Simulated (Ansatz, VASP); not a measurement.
# Ir in VASP and in Ansatz

```
Ir
1.0
     2.64132    0.00000    0.00000
    -1.32066    2.28745    0.00000
     0.00000    0.00000    4.10531
Ir
2
Direct
  0.66667 0.33333 0.75000
  0.33333 0.66667 0.25000
```

Change from the starting cell: strain -0.040 along x and y, -0.080 along z, atoms carried along.

Alike in both runs: task single point; functional r2SCAN; k mesh 18 × 18 × 12; occupations gaussian, width 0.15 eV; no spin polarisation.

|  | VASP | Ansatz |
| --- | --- | --- |
| version | VASP 6.6.1 | Ansatz 0.2.0 |
| potentials or method | VASP PAW PBE potentials, release 64 (Ir), cutoff 520 eV | scalar-relativistic, plane waves, PAW |
| valence electrons in the cell | 18 | 34 |

Ansatz gave:

| Property | Result |
| --- | --- |
| gap on the k mesh at the Fermi level (eV) | none |
| pressure (GPa) | 75.8 |
| traceless stress, the component that is largest in VASP (GPa) | 20.41 |

Question: What did VASP give for the same quantities?

Answer: gap on the k mesh at the Fermi level (eV): none; pressure (GPa): 81.1; traceless stress, the component that is largest in VASP (GPa): 20.91.

VASP's potentials were made for PBE, not for r2SCAN. A gap of «none» marks a metal or a gap that the smearing closes. Both programs put the cell under a high pressure, so it lies far from rest at this level. The functional is the same, so the differences come from potentials, cutoffs and numerics. VASP's potentials hold 18 valence electrons a cell and Ansatz's 34, so a difference there can come from the potentials and not from the codes.

Spin-orbit coupling is off throughout. Noted on VASP's run: the cell as given lies far from equilibrium.
